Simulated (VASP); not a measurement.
Set up this calculation in VASP 6.6.1, as the native input.

```yaml
Task: single point
Functional: PBEsol
Potentials_or_basis: VASP PAW PBE potentials, release 64 (K_sv, C, N, S)
Cutoff: 520 eV
k_mesh: 5 × 5 × 3
Occupations: fermi-dirac, width 0.1 eV
Spin: no spin polarisation
Dipole_correction: no
Further_INCAR_settings: ALGO = Normal; EDIFF = 1e-07; NBANDS = 28
```

The structure of KC2S2N2 lies in POSCAR:

```
KC2S2N2
1.0
    0.0000000000      4.1505900000      0.0000000000
    5.8953470000     -2.0752950000      0.0000000000
    1.7750930000      0.0000000000     -6.6071920000
K C N S
1 2 2 2
Direct
    0.0000000000      0.0000000000      0.0000000000
    0.7586100000      0.5172200000      0.7780000000
    0.2413900000      0.4827800000      0.2220000000
    0.8596300000      0.7192600000      0.8234200000
    0.1403700000      0.2807400000      0.1765800000
    0.6103000000      0.2206000000      0.7332000000
    0.3897000000      0.7794000000      0.2668000000
```

The input as run:

INCAR

```
ALGO = Normal ; EDIFF = 1E-7
ENCUT = 520 ; GGA = PS
ISIF = 2 ; ISMEAR = -1
LASPH = True ; LCHARG = False
LREAL = False ; LWAVE = False
NBANDS = 28 ; NELM = 100
PREC = Accurate ; SIGMA = 0.1
```

KPOINTS

```
k-points
0
Gamma
  5 5 3
```

Potentials or basis: VASP PAW PBE potentials, release 64 (K_sv, C, N, S).

Run with:

```sh
$ cat potpaw_PBE.64/K_sv/POTCAR potpaw_PBE.64/C/POTCAR potpaw_PBE.64/N/POTCAR potpaw_PBE.64/S/POTCAR > POTCAR
$ mpirun -np 1 vasp_std > vasp.out
```

It gave:

```yaml
Pressure: -7.5 GPa
Largest_force: 10.556 eV/Å
```

Caveat: the PAW data sets were made with another functional, which shifts forces and pressure a little.

It took 2.1 min on 1 thread of AMD EPYC 7R13 Processor (Zen 3), with other jobs on the host, peak memory 0.3 GiB.
